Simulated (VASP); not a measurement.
# HfN in VASP: a series of runs

Aim: see how the results for HfN move with the level of theory and the settings. Levels: PBE, LDA. Tasks: single point.

Program: VASP 6.6.1. These are calculated values, not measurements. Logs are shortened: lines on timing, memory, paths and dates and some standing lists are left out, and cuts for length are marked.

## (1) The cell of the first run

The typed cell holds 4 atoms: a = 3.821 Å, b = 3.850 Å, c = 4.880 Å, α = 90.46°, β = 89.79°, γ = 90.70°.

## (2) Single point, PBE (atoms moved at random and the cell strained at random)

The input, INCAR:

```
SYSTEM = HfN
ALGO     = Normal         ! electronic algorithm
EDIFF    = 1E-6           ! SCF threshold, eV
ENCUT    = 520            ! plane-wave cutoff, eV
GGA      = PE             ! functional
ISIF     = 2              ! what is computed and relaxed
ISMEAR   = 0              ! smearing method
LASPH    = .TRUE.         ! aspherical terms in the spheres
LCHARG   = .FALSE.        ! write CHGCAR
LREAL    = .FALSE.        ! projectors in reciprocal space
LWAVE    = .FALSE.        ! write WAVECAR
NBANDS   = 23             ! bands
NELM     = 60             ! most SCF steps
PREC     = Accurate       ! precision mode
SIGMA    = 0.05           ! smearing width, eV
```

The input, KPOINTS:

```
k-points
0
G
  10 10 8
  0 0 0
```

The input, POSCAR:

```
HfN
1.0
    3.8213935411     -0.0233800237      0.0070469053
   -0.0233800237      3.8497578652     -0.0157089843
    0.0088042276     -0.0196264129      4.8799274196
Hf N
2 2
Direct
    0.4975459548     -0.0090302417      0.1727835896
   -0.0101981740      0.5074957993      0.8250761077
    0.0128498965     -0.0007918095     -0.0022207160
    0.4998023227      0.5023262519      0.0043610187
```

Potentials or basis: VASP PAW PBE potentials, release 64 (Hf_pv, N).

Run with:

```console
> cat potpaw_PBE.64/Hf_pv/POTCAR potpaw_PBE.64/N/POTCAR > POTCAR
> mpirun -np 1 vasp_std > vasp.out
```

OUTCAR:

```text
SYSTEM = HfN
   EDIFF = 1E-6
   ENCUT = 520
   GGA = PE
   ISIF = 2
   ISMEAR = 0
   LASPH = .TRUE.
   LREAL = .FALSE.
   NELM = 60
   PREC = Accurate

 ion  position               nearest neighbor table
   1  0.498  0.991  0.173-   3 2.04   4 2.05   4 2.14   3 2.14   2 3.15   2 3.16   2 3.21   2 3.28

   2  0.990  0.507  0.825-   4 2.06   3 2.07   4 2.14   3 2.14   1 3.15   1 3.16   1 3.21   1 3.28

   3  0.013  0.999  0.998-   1 2.04   2 2.07   2 2.14   1 2.14
   4  0.500  0.502  0.004-   1 2.05   2 2.06   1 2.14   2 2.14

  LATTYP: Found a triclinic cell.
 ALAT       =     3.8214715595
 B/A-ratio  =     1.4281074027
 C/A-ratio  =     1.8998790059
 COS(alpha) =     0.0000789696
 COS(beta)  =     0.5223496649
 COS(gamma) =     0.7088324558

  Lattice vectors:

 A1 = (  -3.8213935411,   0.0233800237,  -0.0070469053)
 A2 = (  -3.8447735648,   3.8731378889,  -0.0227558896)
 A3 = (  -3.8068177450,  -3.8067514286,  -4.8712653406)

Analysis of symmetry for initial positions (statically):
=====================================================================
 Subroutine PRICEL returns:
 Original cell was already a primitive cell.

 Routine SETGRP: Setting up the symmetry group for a
 triclinic supercell.

 Subroutine GETGRP returns: Found  1 space group operations
 (whereof  1 operations were pure point group operations)
 out of a pool of  2 trial point group operations.

The static configuration has the point symmetry C_1 .

Analysis of symmetry for dynamics (positions and initial velocities):
=====================================================================
 Subroutine PRICEL returns:
 Original cell was already a primitive cell.

 Routine SETGRP: Setting up the symmetry group for a
 triclinic supercell.

 Subroutine GETGRP returns: Found  1 space group operations
 (whereof  1 operations were pure point group operations)
 out of a pool of  2 trial point group operations.

The dynamic configuration has the point symmetry C_1 .

 Subroutine INISYM returns: Found  1 space group operations
 (whereof  1 operations are pure point group operations),
 and found     1 'primitive' translations

----------------------------------------------------------------------------------------

                                     Primitive cell

  volume of cell :      71.7867

  direct lattice vectors                    reciprocal lattice vectors
     3.821393541 -0.023380024  0.007046905     0.261695213  0.001587405 -0.000465759
    -0.023380024  3.849757865 -0.015708984     0.001587405  0.259770488  0.001041898
     0.008804228 -0.019626413  4.879927420    -0.000372793  0.000833935  0.204925107

  length of vectors
     3.821471560  3.849860909  4.879974829     0.261700442  0.259777428  0.204927143

  position of ions in fractional coordinates (direct lattice)
     0.497545955  0.990969758  0.172783590
     0.989801826  0.507495799  0.825076108
     0.012849897  0.999208190  0.997779284
     0.499802323  0.502326252  0.004361019

  ion indices of the primitive-cell ions
   primitive index   ion index
                 1           1
                 2           2
                 3           3
                 4           4

----------------------------------------------------------------------------------------

 KPOINTS: k-points

Automatic generation of k-mesh.
 Grid dimensions read from file:
 generate k-points for:   10   10    8

 Generating k-lattice:

  Cartesian coordinates                     Fractional coordinates (reciprocal lattice)
     0.026169521  0.000158740 -0.000046576     0.100000000  0.000000000 -0.000000000
     0.000158740  0.025977049  0.000104190     0.000000000  0.100000000  0.000000000
    -0.000046599  0.000104242  0.025615638     0.000000000  0.000000000  0.125000000

  Length of vectors
     0.026170044  0.025977743  0.025615893

  Shift w.r.t. Gamma in fractional coordinates (k-lattice)
     0.000000000  0.000000000  0.000000000

 Subroutine IBZKPT returns following result:
 ===========================================

 Found    404 irreducible k-points:

 Following reciprocal coordinates:
            Coordinates               Weight
  0.000000  0.000000  0.000000      1.000000
  0.100000 -0.000000 -0.000000      2.000000
  0.200000 -0.000000 -0.000000      2.000000
  0.300000 -0.000000  0.000000      2.000000
  0.400000 -0.000000 -0.000000      2.000000
  0.500000 -0.000000 -0.000000      1.000000
[... 16 lines left out ...]
 -0.400000  0.200000 -0.000000      2.000000
 -0.300000  0.200000  0.000000      2.000000
 [... further k-points ...]
   k-points           NKPTS =    404   k-points in BZ     NKDIM =    404   number of bands    NBANDS=     23
   number of dos      NEDOS =    301   number of ions     NIONS =      4
   total plane-waves  NPLWV =  30240
   dimension x,y,z NGX =    28 NGY =   30 NGZ =   36
   dimension x,y,z NGXF=    56 NGYF=   60 NGZF=   72
   ions per type =               2   2
   NGX,Y,Z   is equivalent  to a cutoff of  12.18, 12.95, 12.26 a.u.
   NGXF,Y,Z  is equivalent  to a cutoff of  24.36, 25.91, 24.53 a.u.
 SYSTEM =  HfN
   PREC   = accura    normal or accurate (medium, high low for compatibility)
   ISTART =      0    job   : 0-new  1-cont  2-samecut
   ICHARG =      2    charge: 1-file 2-atom 10-const
   ISPIN  =      1    spin polarized calculation?
   LNONCOLLINEAR =      F non collinear calculations
   LSORBIT =      F    spin-orbit coupling
   LASPH  =      T    aspherical Exc in radial PAW
   ENCUT  =  520.0 eV  38.22 Ry    6.18 a.u.   7.11  7.16  9.07*2*pi/ulx,y,z
   NELM   =     60;   NELMIN=  2; NELMDL= -5     # of ELM steps
   EDIFF  = 0.1E-05   stopping-criterion for ELM
   LREAL  =      F    real-space projection
   EDIFFG = 0.1E-04   stopping-criterion for IOM
   NSW    =      0    number of steps for IOM
   IBRION =     -1    ionic relax: 0-MD 1-quasi-New 2-CG
   NFREE  =      0    steps in history (QN), initial steepest desc. (CG)
   ISIF   =      2    stress and relaxation
   ISYM   =      2    0-nonsym 1-usesym 2-fastsym
   POTIM  = 0.5000    time-step for ionic-motion
   TEBEG  =    0.0;   TEEND  =   0.0 temperature during run
   PSTRESS=    0.0 pullay stress
   NELECT =      30.0000    total number of electrons
   NUPDOWN=      -1.0000    fix difference up-down
   EMIN   =  10.00;   EMAX   =-10.00  energy-range for DOS
   EFERMI =   0.00;   METHOD = LEGACY
   ISMEAR =     0;   SIGMA  =   0.05  broadening in eV -4-tet -1-fermi 0-gaus
   EFERMI_NEDOS =   21; number of points for ismear=-14 and -15
   IALGO  =     38    algorithm
   IMIX   =      4    mixing-type and parameters
     AMIX     =   0.40;   BMIX     =  1.00
     AMIX_MAG =   1.60;   BMIX_MAG =  1.00
  volume/ion in A,a.u.               =      17.95       121.11
  Fermi-wavevector in a.u.,A,eV,Ry     =   1.223960  2.312949 20.382596  1.498079
  Thomas-Fermi vector in A             =   2.359052
   LORBIT       =      0    0 simple, 1 ext, 2 COOP (PROOUT), +10 PAW based schemes
   GGA     = PE    functional components
   LHFCALC =     F    Hartree Fock is set to
   AEXX    =    0.0000 exact exchange contribution
   IVDW    =     0    specifies the selected vdW correction
   LEPSILON=     F    determine dielectric tensor
   LRPA    =     F    only Hartree local field effects (RPA)
 non-spin polarized calculation
 Gauss-broadening in eV      SIGMA  =   0.05
  energy-cutoff  :      520.00
  volume of cell :       71.79
 maximum number of plane-waves:      1958
   NGX = 15   NGY = 15   NGZ = 19

 number of electron      29.9999998 magnetization

 Free energy of the ion-electron system (eV)
  ---------------------------------------------------
  ext. energy  EPLUGINS =         0.00000000
  ---------------------------------------------------
  free energy    TOTEN  =       -41.16158511 eV

  energy without entropy =      -41.15986795  energy(sigma->0) =      -41.16072653

 E-fermi :   3.9506     XC(G=0): -10.1161

 val. band max:        3.9365209860   @ k =  -0.4000  -0.1000   0.2500
 cond. band min:       3.9530845475   @ k =   0.4000   0.1000   0.2500
 fundamental gap:      0.0165635615
 Fermi energy:         3.9505804226

 k-point     1 :       0.0000    0.0000    0.0000
  band No.  band energies     occupation
      1     -27.6485      2.00000
      2     -27.5441      2.00000
      3     -27.5166      2.00000
      4     -27.3409      2.00000
      5     -27.2417      2.00000
      6     -27.2381      2.00000
[... 15 lines left out ...]
     22       8.9043      0.00000
     23       9.4485      0.00000

 k-point     2 :       0.1000   -0.0000   -0.0000
  band No.  band energies     occupation
      1     -27.6508      2.00000
      2     -27.5588      2.00000
      3     -27.5146      2.00000
      4     -27.3336      2.00000
      5     -27.2480      2.00000
      6     -27.2460      2.00000
[... 15 lines left out ...]
     22       9.0988      0.00000
     23       9.1857      0.00000

 k-point     3 :       0.2000   -0.0000   -0.0000
  band No.  band energies     occupation
      1     -27.6590      2.00000
      2     -27.6002      2.00000
      3     -27.4983      2.00000
      4     -27.3209      2.00000
      5     -27.2667      2.00000
      6     -27.2637      2.00000
[... 15 lines left out ...]
     22       8.8474      0.00000
     23       9.3063      0.00000

 k-point     4 :       0.3000   -0.0000    0.0000
  band No.  band energies     occupation
      1     -27.6739      2.00000
      2     -27.6465      2.00000
      3     -27.4693      2.00000
      4     -27.3149      2.00000
      5     -27.2895      2.00000
      6     -27.2843      2.00000
[... 15 lines left out ...]
     22       9.1839      0.00000
     23       9.4018      0.00000

 k-point     5 :       0.4000   -0.0000   -0.0000
  band No.  band energies     occupation
      1     -27.6901      2.00000
      2     -27.6803      2.00000
      3     -27.4339      2.00000
      4     -27.3318      2.00000
      5     -27.3051      2.00000
      6     -27.2928      2.00000
[... 15 lines left out ...]
     22       9.3039      0.00000
     23       9.5421      0.00000

 k-point     6 :       0.5000   -0.0000   -0.0000
  band No.  band energies     occupation
      1     -27.6974      2.00000
      2     -27.6922      2.00000
      3     -27.4109      2.00000
      4     -27.3522      2.00000
      5     -27.3081      2.00000
      6     -27.2942      2.00000
[... 15 lines left out ...]
     22       9.3478      0.00000
     23       9.4062      0.00000

 k-point     7 :      -0.0000    0.1000    0.0000
  band No.  band energies     occupation
      1     -27.6534      2.00000
      2     -27.5498      2.00000
      3     -27.5208      2.00000
      4     -27.3332      2.00000
      5     -27.2494      2.00000
      6     -27.2442      2.00000
[... 353 lines left out ...]
     22       8.4709      0.00000
     23       8.8165      0.00000

 k-point    21 :       0.4000    0.2000    0.0000
  band No.  band energies     occupation
      1     -27.7135      2.00000
      2     -27.6913      2.00000
      3     -27.4855      2.00000
      4     -27.3895      2.00000
      5     -27.2713      2.00000
      6     -27.2536      2.00000
[... 15 lines left out ...]
     22       8.4146      0.00000
     23       9.0725      0.00000

 k-point    22 :       0.5000    0.2000   -0.0000
  band No.  band energies     occupation
      1     -27.7186      2.00000
      2     -27.7088      2.00000
      3     -27.4655      2.00000
      4     -27.4064      2.00000
      5     -27.2680      2.00000
      6     -27.2582      2.00000
[... 15 lines left out ...]
     22       8.3382      0.00000
     23       9.6833      0.00000

 k-point    23 :      -0.4000    0.2000   -0.0000
  band No.  band energies     occupation
      1     -27.7091      2.00000
      2     -27.6991      2.00000
      3     -27.4761      2.00000
      4     -27.3965      2.00000
      5     -27.2685      2.00000
      6     -27.2554      2.00000
[... 15 lines left out ...]
     22       8.4985      0.00000
     23       9.0568      0.00000

 k-point    24 :      -0.3000    0.2000    0.0000
  band No.  band energies     occupation
      1     -27.6925      2.00000
      2     -27.6646      2.00000
      3     -27.5004      2.00000
      4     -27.3706      2.00000
      5     -27.2749      2.00000
      6     -27.2473      2.00000
[... 15 lines left out ...]
     22       8.5692      0.00000
     23       8.8202      0.00000

 [... further k-points ...]
[... 5 lines left out ...]
  --------------------------------------------------------------------------------------
  -------------------------------------------------------------------------------------
  Total        1.0239513      0.7791878      0.0291202      0.6775061      1.0743091     -0.1174817
  in kB       22.8531463     17.3903705      0.6499227     15.1209785     23.9770615     -2.6220265
  external PRESSURE =      13.6311465 kB  Pullay stress =       0.0000000 kB

 VOLUME and BASIS-vectors are now :
 -----------------------------------------------------------------------------
  energy-cutoff  :      520.00
  volume of cell :       71.79
      direct lattice vectors                 reciprocal lattice vectors
     3.821393541 -0.023380024  0.007046905     0.261695213  0.001587405 -0.000465759
    -0.023380024  3.849757865 -0.015708984     0.001587405  0.259770488  0.001041898
     0.008804228 -0.019626413  4.879927420    -0.000372793  0.000833935  0.204925107

 POSITION                                       TOTAL-FORCE (eV/Angst)
 -----------------------------------------------------------------------------------
      1.87967      3.79997      0.83111         0.461885      0.606986      0.477739
      3.77782      1.91440      4.02531         0.572974     -0.472555     -0.178439
      0.03453      3.82683      4.85348        -1.032276      0.322243     -0.128957
      1.89824      1.92206      0.01691        -0.002582     -0.456674     -0.170343
 -----------------------------------------------------------------------------------
    total drift:                                0.000226     -0.000070     -0.000121

  FREE ENERGIE OF THE ION-ELECTRON SYSTEM (eV)
  ---------------------------------------------------
  free  energy   TOTEN  =       -41.1615851055 eV

  energy  without entropy=      -41.1598679465  energy(sigma->0) =      -41.16072653
```

Wall time 3.2 min (1 thread of Intel Xeon 6975P-C (Granite Rapids), shared host); peak memory 0.62 GiB.

Results:

| Property | Result |
| --- | --- |
| Free energy | -41.1616 eV |
| Pressure | 1.4 GPa |
| Largest force | 1.089 eV/Å |
| Band gap on the k mesh | zero (band 15 reaches 4.78 eV, above the bottom of band 16 at 2.82 eV) |

Forces on the atoms (eV/Å):
```
Hf   0.462  0.607  0.478
Hf   0.573 -0.473 -0.178
N   -1.032  0.322 -0.129
N   -0.003 -0.457 -0.170
```

Caveat: the cell differs from its parent crystal (atoms moved at random and the cell strained at random); spin-orbit coupling is left out, which moves the levels of the heavy elements; forces of over 1 eV/Å act on the atoms, so gaps and moduli don't describe the material at rest.

## (3) Single point, LDA

The input, INCAR:

```
PREC     = Accurate       # precision mode
ENCUT    = 520            # plane-wave cutoff, eV
EDIFF    = 1E-7           # SCF threshold, eV
ISMEAR   = 0              # smearing method
SIGMA    = 0.05           # smearing width, eV
LREAL    = False          # projectors in reciprocal space
LASPH    = True           # aspherical terms in the spheres
NELM     = 80             # most SCF steps
ALGO     = Normal         # electronic algorithm
ISIF     = 2              # what is computed and relaxed
LWAVE    = False          # write WAVECAR
LCHARG   = False          # write CHGCAR
GGA      = CA             # functional
NBANDS   = 23             # bands
```

The input, KPOINTS:

```
Automatic mesh
0
Gamma
  15 15 12
```

The input, POSCAR:

```
HfN
1.0
    3.8567057347      0.0000000000      0.0000000000
    0.0000000000      3.8567057347      0.0000000000
    0.0000000000      0.0000000000      4.8184718836
Hf N
2 2
Direct
    0.5000000000      0.0000000000      0.1768716561
    0.0000000000      0.5000000000      0.8231283439
    0.0000000000      0.0000000000      0.0000000000
    0.5000000000      0.5000000000      0.0000000000
```

Potentials or basis: VASP PAW LDA potentials, release 64 (Hf_pv, N).

Run with:

```console
> cat potpaw_LDA.64/Hf_pv/POTCAR potpaw_LDA.64/N/POTCAR > POTCAR
> mpirun -np 1 vasp_std > vasp.out
```

Wall time 6.8 min (1 thread of Intel Xeon Platinum 8259CL at 2.50GHz (Skylake/Cascade Lake), shared host); peak memory 0.43 GiB.

Results (log left out):

- Free energy: -44.6158 eV
- Pressure: -8.7 GPa
- Largest force: 0.896 eV/Å
- Band gap on the k mesh: zero (band 15 reaches 4.70 eV, above the bottom of band 16 at 2.75 eV)

Forces in eV/Å, atoms in the order of the input:
```
Hf   0.000  0.000 -0.896
Hf   0.000  0.000  0.896
N    0.000  0.000  0.000
N    0.000  0.000  0.000
```

Stress tensor (GPa, compression positive):
```
-10.09   0.00   0.00
  0.00 -10.09   0.00
  0.00   0.00  -5.85
```

Levels at points of the mesh, in eV from the Fermi level:
```
           k point  band 13  band 14  band 15  band 16  band 17  band 18
(0.00, 0.00, 0.00)    -2.40    -2.40    -2.25     0.42     2.86     3.51
(0.00, 0.00, 0.50)    -2.56    -2.56    -1.10     0.55     2.85     3.59
```

Caveat: spin-orbit coupling is left out, which moves the levels of the heavy elements.

## (4) Single point, PBE

The input, INCAR:

```
PREC = Accurate
ENCUT = 520
EDIFF = 1E-6
ISMEAR = 0
SIGMA = 0.05
LREAL = False
LASPH = True
NELM = 60
ALGO = Normal
ISIF = 2
LWAVE = False
LCHARG = False
GGA = PE
NBANDS = 23
```

KPOINTS is that of step 3.

POSCAR is that of step 3.

Potentials or basis: VASP PAW PBE potentials, release 64 (Hf_pv, N).

Run with:

```console
> cat potpaw_PBE.64/Hf_pv/POTCAR potpaw_PBE.64/N/POTCAR > POTCAR
> mpirun -np 1 vasp_std > vasp.out
```

Wall time 5.9 min (1 thread of Intel Xeon Platinum 8259CL at 2.50GHz (Skylake/Cascade Lake), shared host); peak memory 0.45 GiB.

It converged, with:

- Free energy: -41.2333 eV
- Pressure: -1.3 GPa
- Largest force: 0.178 eV/Å
- Band gap on the k mesh: zero (band 15 reaches 4.90 eV, above the bottom of band 16 at 2.93 eV)

Forces in eV/Å, atoms in the order of the input:
```
Hf   0.000  0.000 -0.178
Hf   0.000  0.000  0.178
N    0.000  0.000  0.000
N    0.000  0.000  0.000
```

Stress tensor (GPa, compression positive):
```
-1.56  0.00  0.00
 0.00 -1.56  0.00
 0.00  0.00 -0.76
```

Levels at points of the mesh, in eV from the Fermi level:
```
           k point  band 11  band 12  band 13  band 14  band 15  band 16  band 17  band 18  band 19  band 20
(0.00, 0.00, 0.00)    -5.29    -4.35    -2.36    -2.36    -2.33     0.59     2.94     3.56     3.56     4.06
(0.00, 0.00, 0.50)    -5.29    -4.54    -2.53    -2.53    -1.13     0.72     2.95     3.73     3.73     3.76
```

Caveat: spin-orbit coupling is left out, which moves the levels of the heavy elements.

## (5) Overview

| level | potentials or basis | cell | k mesh | gap on the mesh (eV) | pressure (GPa) | largest force (eV/Å) |
| --- | --- | --- | --- | --- | --- | --- |
| PBE | VASP PAW PBE potentials, release 64 (Hf_pv, N) | a = 3.821, b = 3.850, c = 4.880 Å, angles 90.5, 89.8, 90.7°, 4 atoms | 10 × 10 × 8 | none | 1.4 | 1.09 |
| LDA | VASP PAW LDA potentials, release 64 (Hf_pv, N) | a = 3.857, b = 3.857, c = 4.818 Å, 4 atoms | 15 × 15 × 12 | none | -8.7 | 0.90 |
| PBE | VASP PAW PBE potentials, release 64 (Hf_pv, N) | a = 3.857, b = 3.857, c = 4.818 Å, 4 atoms | 15 × 15 × 12 | none | -1.3 | 0.18 |

Alike in all rows: task single point; no spin polarisation; cutoff (eV) 520; smearing gaussian 0.05 eV.

Caveats: spin-orbit coupling is left out, which moves the levels of the heavy elements; forces of over 1 eV/Å act on the atoms, so gaps and moduli don't describe the material at rest (some runs).

Absolute energies hang on the potentials; compare differences alone.
